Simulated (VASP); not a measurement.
# SiNi3 (R-3m) in VASP: further runs

Runs on SiNi3. Level: PBEsol. Tasks: single point.

Program: VASP 6.6.1. These are calculated values, not measurements. Logs are shortened: lines on timing, memory, paths and dates and some standing lists are left out, and cuts for length are marked.

## (1) The cell of the first run

The structure is trigonal, space group R-3m (No. 166). The conventional cell has a = 2.586 Å, b = 2.586 Å, c = 22.986 Å, α = 90.00°, β = 90.00°, γ = 120.00°. Within 3.1 Å of Ni (site symmetry 3m) lie 3 Si at 2.34 Å and 9 Ni at 2.52 to 2.59 Å. Within 3.3 Å of Ni (site symmetry -3m) lie 12 Ni at 2.52 to 2.59 Å. Within 3.1 Å of Si (site symmetry -3m) lie 6 Ni at 2.34 Å and 6 Si at 2.59 Å.

## (2) Single point, PBEsol, collinear spin, ferromagnetic start

INCAR reads:

```
PREC = Accurate ; ENCUT = 520
EDIFF = 1E-6 ; ISMEAR = -1
SIGMA = 0.05 ; LREAL = F
LASPH = T ; NELM = 150
ALGO = Normal ; ISIF = 2
LWAVE = F ; LCHARG = F
ISPIN = 2 ; MAGMOM = 1.5 1.5 1.5 0
LORBIT = 11 ; NUPDOWN = 4.5
LMAXMIX = 4 ; GGA = PS
NBANDS = 29
```

KPOINTS reads:

```
regular mesh
0
Gamma
  10 10 10
```

POSCAR reads:

```
SiNi3
1.0
    1.2928041287      0.7464008117      7.6619893310
   -1.2928041287      0.7464008117      7.6619893310
    0.0000000000     -1.4928016234      7.6619893310
Ni Si
3 1
Direct
    0.2547330000      0.2547330000      0.2547330000
    0.5000000000      0.5000000000      0.5000000000
    0.7452670000      0.7452670000      0.7452670000
    0.0000000000      0.0000000000      0.0000000000
```

Potentials or basis: VASP PAW PBE potentials, release 64 (Ni, Si).

Command:

```sh
cat potpaw_PBE.64/Ni/POTCAR potpaw_PBE.64/Si/POTCAR > POTCAR
mpirun -np 1 vasp_std > vasp.out
```

OUTCAR:

```text
PREC = Accurate
   ENCUT = 520
   EDIFF = 1E-6
   ISMEAR = -1
   LREAL = F
   LASPH = T
   NELM = 150
   ISIF = 2
   ISPIN = 2
   LORBIT = 11
   NUPDOWN = 4.5
   GGA = PS

 ion  position               nearest neighbor table
   1  0.255  0.255  0.255-   4 2.34   4 2.34   4 2.34   2 2.52   2 2.52   2 2.52
   2  0.500  0.500  0.500-   1 2.52   3 2.52   1 2.52   1 2.52   3 2.52   3 2.52
   3  0.745  0.745  0.745-   4 2.34   4 2.34   4 2.34   2 2.52   2 2.52   2 2.52
   4  0.000  0.000  0.000-   3 2.34   1 2.34   3 2.34   3 2.34   1 2.34   1 2.34

  LATTYP: Found a trigonal (rhomboedric) cell.
 ALAT       =     7.8060577243
 COS(alpha) =     0.9451430144

  Lattice vectors:

 A1 = (   1.2928041287,   0.7464008117,   7.6619893310)
 A2 = (  -1.2928041287,   0.7464008117,   7.6619893310)
 A3 = (   0.0000000000,  -1.4928016234,   7.6619893310)

Analysis of symmetry for initial positions (statically):
=====================================================================
 Subroutine PRICEL returns:
 Original cell was already a primitive cell.

 Routine SETGRP: Setting up the symmetry group for a
 trigonal (rhombohedral) supercell.

 Subroutine GETGRP returns: Found 12 space group operations
 (whereof 12 operations were pure point group operations)
 out of a pool of 12 trial point group operations.

The static configuration has the point symmetry D_3d.

Analysis of symmetry for dynamics (positions and initial velocities):
=====================================================================
 Subroutine PRICEL returns:
 Original cell was already a primitive cell.

 Routine SETGRP: Setting up the symmetry group for a
 trigonal (rhombohedral) supercell.

 Subroutine GETGRP returns: Found 12 space group operations
 (whereof 12 operations were pure point group operations)
 out of a pool of 12 trial point group operations.

The dynamic configuration has the point symmetry D_3d.

Analysis of structural, dynamic, and magnetic symmetry:
=====================================================================
 Subroutine PRICEL returns:
 Original cell was already a primitive cell.

 Routine SETGRP: Setting up the symmetry group for a
 trigonal (rhombohedral) supercell.

 Subroutine GETGRP returns: Found 12 space group operations
 (whereof 12 operations were pure point group operations)
 out of a pool of 12 trial point group operations.

The overall configuration has the point symmetry D_3d.

 Subroutine INISYM returns: Found 12 space group operations
[... 121 lines left out ...]
     AMIX_MAG =   1.60;   BMIX_MAG =  1.00
  volume/ion in A,a.u.               =      11.09        74.84
  Fermi-wavevector in a.u.,A,eV,Ry     =   1.498196  2.831180 30.539513  2.244591
  Thomas-Fermi vector in A             =   2.609986
   LORBIT       =     11    0 simple, 1 ext, 2 COOP (PROOUT), +10 PAW based schemes
   GGA     = PS    functional components
   LHFCALC =     F    Hartree Fock is set to
   AEXX    =    0.0000 exact exchange contribution
   IVDW    =     0    specifies the selected vdW correction
   LEPSILON=     F    determine dielectric tensor
   LRPA    =     F    only Hartree local field effects (RPA)
 spin polarized calculation
  energy-cutoff  :      520.00
  volume of cell :       44.36
 maximum number of plane-waves:      1212
 NGX is ok and might be reduce to    60
   NGX = 29   NGY = 29   NGZ = 29

 number of electron      34.0000003 magnetization       4.5000001

 Free energy of the ion-electron system (eV)
  ---------------------------------------------------
  ext. energy  EPLUGINS =         0.00000000
  ---------------------------------------------------
  free energy    TOTEN  =       -22.59008509 eV

  energy without entropy =      -22.55803916  energy(sigma->0) =      -22.57406212

 E-fermi :   9.4143     XC(G=0): -13.0852

 val. band max:       12.4359917860   @ k =   0.5000   0.5000   0.1000
 cond. band min:       9.4154696935   @ k =   0.2000   0.0000   0.0000
 fundamental gap:     -3.0205220925
 Fermi energy:        12.4404045758

 spin component 1

 k-point     1 :       0.0000    0.0000    0.0000
  band No.  band energies     occupation
      1      -3.4530      1.00000
      2       1.8555      1.00000
      3       2.2940      1.00000
      4       4.9314      1.00000
      5       6.5085      1.00000
      6       6.8337      1.00000
[... 757 lines left out ...]
     28      23.0680      0.00000
     29      24.1010      0.00000

 [... further k-points ...]

 spin component 2

 k-point     1 :       0.0000    0.0000    0.0000
  band No.  band energies     occupation
      1      -2.8638      1.00000
      2       2.2751      1.00000
      3       2.7661      1.00000
      4       5.9070      1.00000
      5       7.6024      1.00000
      6       8.0689      1.00000
[... 757 lines left out ...]
     28      23.6525      0.00000
     29      24.6745      0.00000

 [... further k-points ...]
[... 5 lines left out ...]
  --------------------------------------------------------------------------------------
  -------------------------------------------------------------------------------------
  Total        1.1088105      1.1088105      3.8322825      0.0000000      0.0000000      0.0000000
  in kB       40.0470282     40.0470282    138.4109569      0.0000000      0.0000000      0.0000000
  external PRESSURE =      72.8350044 kB  Pullay stress =       0.0000000 kB

 VOLUME and BASIS-vectors are now :
 -----------------------------------------------------------------------------
  energy-cutoff  :      520.00
  volume of cell :       44.36
      direct lattice vectors                 reciprocal lattice vectors
     1.292804129  0.746400812  7.661989331     0.386756191  0.223293791  0.043504803
    -1.292804129  0.746400812  7.661989331    -0.386756191  0.223293791  0.043504803
     0.000000000 -1.492801623  7.661989331     0.000000000 -0.446587582  0.043504803

 POSITION                                       TOTAL-FORCE (eV/Angst)
 -----------------------------------------------------------------------------------
      0.00000      0.00000      5.85528        -0.000000      0.000000     -1.129449
      0.00000      0.00000     11.49298         0.000000     -0.000000      0.000000
      0.00000      0.00000     17.13068        -0.000000     -0.000000      1.129449
      0.00000      0.00000      0.00000        -0.000000     -0.000000     -0.000000
 -----------------------------------------------------------------------------------
    total drift:                               -0.000000     -0.000000     -0.000000

  FREE ENERGIE OF THE ION-ELECTRON SYSTEM (eV)
  ---------------------------------------------------
  free  energy   TOTEN  =       -22.5900850897 eV

  energy  without entropy=      -22.5580391560  energy(sigma->0) =      -22.57406212

 total charge

# of ion       s       p       d       tot
------------------------------------------
    1        0.513   0.619   8.275   9.406
    2        0.497   0.516   8.137   9.150
    3        0.513   0.619   8.275   9.406
    4        0.763   0.911   0.000   1.674
--------------------------------------------------
tot          2.285   2.665  24.686  29.636

 magnetization (x)

# of ion       s       p       d       tot
------------------------------------------
    1        0.036   0.104   1.064   1.204
    2        0.034   0.106   1.291   1.430
    3        0.036   0.104   1.064   1.204
    4        0.080   0.154   0.000   0.234
--------------------------------------------------
tot          0.186   0.469   3.418   4.073
```

OSZICAR:

```text
N       E                     dE             d eps       ncg     rms          rms(c)
DAV:   1     0.206640674218E+03    0.20664E+03   -0.14675E+04 13760   0.152E+03
DAV:   2    -0.144520747062E+02   -0.22109E+03   -0.20663E+03 13491   0.303E+02
DAV:   3    -0.287992031642E+02   -0.14347E+02   -0.13589E+02 15226   0.924E+01
DAV:   4    -0.290684706602E+02   -0.26927E+00   -0.26862E+00 15134   0.122E+01
DAV:   5    -0.290760582333E+02   -0.75876E-02   -0.75867E-02 16351   0.182E+00    0.247E+01
DAV:   6    -0.303710601602E+02   -0.12950E+01   -0.58643E+01 17192   0.142E+02    0.329E+01
DAV:   7    -0.251972310995E+02    0.51738E+01   -0.17822E+01 17707   0.824E+01    0.260E+01
DAV:   8    -0.236538562464E+02    0.15434E+01   -0.21921E+01 17104   0.679E+01    0.171E+01
DAV:   9    -0.225946678099E+02    0.10592E+01   -0.44855E+00 18772   0.360E+01    0.431E+00
DAV:  10    -0.226047236828E+02   -0.10056E-01   -0.46647E-01 16224   0.781E+00    0.133E+00
DAV:  11    -0.225927329493E+02    0.11991E-01   -0.38798E-02 17309   0.259E+00    0.826E-01
DAV:  12    -0.225903235909E+02    0.24094E-02   -0.14169E-02 18221   0.203E+00    0.431E-01
DAV:  13    -0.225901312663E+02    0.19232E-03   -0.29091E-03 16858   0.107E+00    0.199E-01
DAV:  14    -0.225901002845E+02    0.30982E-04   -0.28405E-04 19058   0.281E-01    0.855E-02
DAV:  15    -0.225900871430E+02    0.13141E-04   -0.43153E-05 21597   0.944E-02    0.328E-02
DAV:  16    -0.225900855522E+02    0.15908E-05   -0.79127E-06 15960   0.290E-02    0.134E-02
DAV:  17    -0.225900850897E+02    0.46248E-06   -0.11250E-06  7603   0.185E-02
   1 F= -.22590085E+02 E0= -.22574062E+02  d E =-.320459E-01  mag=     4.5000
```

stdout:

```text
POSCAR found type information on POSCAR NiSi
 POSCAR found :  2 types and       4 ions
 scaLAPACK will be used
 -----------------------------------------------------------------------------
|                                                                             |
|                                                                             |
|     You enforced a specific xc type in the INCAR file but a different       |
|     I HOPE YOU KNOW WHAT YOU ARE DOING!                                     |
|                                                                             |
 -----------------------------------------------------------------------------

 LDA part: xc-table for (Slater+PW92), standard interpolation
 POSCAR, INCAR and KPOINTS ok, starting setup
 FFT: planning ... GRIDC
 FFT: planning ... GRID_SOFT
 FFT: planning ... GRID
 WAVECAR not read
 entering main loop
```

Wall time 25 min (1 thread of Intel Xeon Platinum 8375C at 2.90GHz (Ice Lake), shared host); peak memory 0.76 GiB.

What came out:

* Free energy: -22.5901 eV
* Pressure: 7.3 GPa
* Largest force: 1.129 eV/Å
* Net moment: 4.50 μB per cell
* Site moments: Ni +1.20, +1.43; Si +0.23 μB
* Valence electrons inside the program's atomic spheres: Ni 9.41, 9.15; Si 1.67

Forces in eV/Å, atoms in the order of the input:
```
Ni   0.000  0.000 -1.129
Ni   0.000  0.000  0.000
Ni   0.000  0.000  1.129
Si   0.000  0.000  0.000
```

Stress tensor (GPa, compression positive):
```
 4.00  0.00  0.00
 0.00  4.00  0.00
 0.00  0.00 13.84
```

Caveat: the PAW data sets were made with another functional, which shifts forces and pressure a little; the total moment is fixed, so each spin has its own Fermi level.

## (3) Single point, PBEsol, collinear spin, ferromagnetic start

INCAR reads:

```
PREC = Accurate
ENCUT = 520
EDIFF = 1E-6
ISMEAR = -1
SIGMA = 0.05
LREAL = False
LASPH = True
NELM = 150
ALGO = Normal
ISIF = 2
LWAVE = False
LCHARG = False
ISPIN = 2
MAGMOM = 2 2 2 0
LORBIT = 11
NUPDOWN = 6.0
LMAXMIX = 4
GGA = PS
NBANDS = 29
```

KPOINTS reads:

```
Automatic mesh
0
Gamma
  10 10 10
```

POSCAR is that of step 2.

Potentials or basis: VASP PAW PBE potentials, release 64 (Ni, Si).

Command:

```sh
cat potpaw_PBE.64/Ni/POTCAR potpaw_PBE.64/Si/POTCAR > POTCAR
mpirun -np 1 vasp_std > vasp.out
```

Wall time 26 min (1 thread of Intel Xeon Platinum 8375C at 2.90GHz (Ice Lake), shared host); peak memory 0.76 GiB.

Results (log left out):

```
Free energy                                           : -19.6163 eV
Pressure                                              : 19.0 GPa
Largest force                                         : 1.733 eV/Å
Net moment                                            : 6.00 μB per cell
Site moments                                          : Ni +1.58, +1.73; Si +0.37 μB
Valence electrons inside the program's atomic spheres : Ni 9.37, 9.12; Si 1.70
```

Forces in eV/Å, atoms in the order of the input:
```
Ni   0.000  0.000 -1.733
Ni   0.000  0.000  0.000
Ni   0.000  0.000  1.733
Si   0.000  0.000  0.000
```

Stress tensor (GPa, compression positive):
```
14.74  0.00  0.00
 0.00 14.74  0.00
 0.00  0.00 27.45
```

Caveat: the PAW data sets were made with another functional, which shifts forces and pressure a little; the total moment is fixed, so each spin has its own Fermi level.

(Part 1 of 2 ends here.)
